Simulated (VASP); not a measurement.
A run of VASP 6.6.1:

Contents of INCAR:

```
PREC = Accurate ; ENCUT = 520
EDIFF = 1E-8 ; ISMEAR = -1
SIGMA = 0.08 ; LREAL = F
LASPH = T ; NELM = 100
ALGO = Normal ; ISIF = 2
LWAVE = F ; LCHARG = F
LEFG = T ; NBANDS = 20
```

KPOINTS

```
Automatic mesh
0
Gamma
  13 13 13
```

File POSCAR:

```
WS2
1.0
    1.6263703958      0.9389853858      6.1633300000
   -1.6263703958      0.9389853858      6.1633300000
    0.0000000000     -1.8779707716      6.1633300000
W S
1 2
Direct
    0.0000000000      0.0000000000      0.0000000000
    0.7503000000      0.7503000000      0.7503000000
    0.5810000000      0.5810000000      0.5810000000
```

Potentials or basis: VASP PAW LDA potentials, release 64 (W_sv, S).

Launch:

```sh
$ cat potpaw_LDA.64/W_sv/POTCAR potpaw_LDA.64/S/POTCAR > POTCAR
$ mpirun -np 1 vasp_std > vasp.out
```

Hardware: 1 thread of Intel(R) Xeon(R) Platinum 8175M CPU @ 2.50GHz (Skylake/Cascade Lake), with other jobs on the host.

Task: How long does it take, and how much memory?

Result: It took 9.5 min on 1 thread of Intel(R) Xeon(R) Platinum 8175M CPU @ 2.50GHz (Skylake/Cascade Lake), on a shared host, peak memory 0.43 GiB. Counts: scf iterations 15, k points 231.
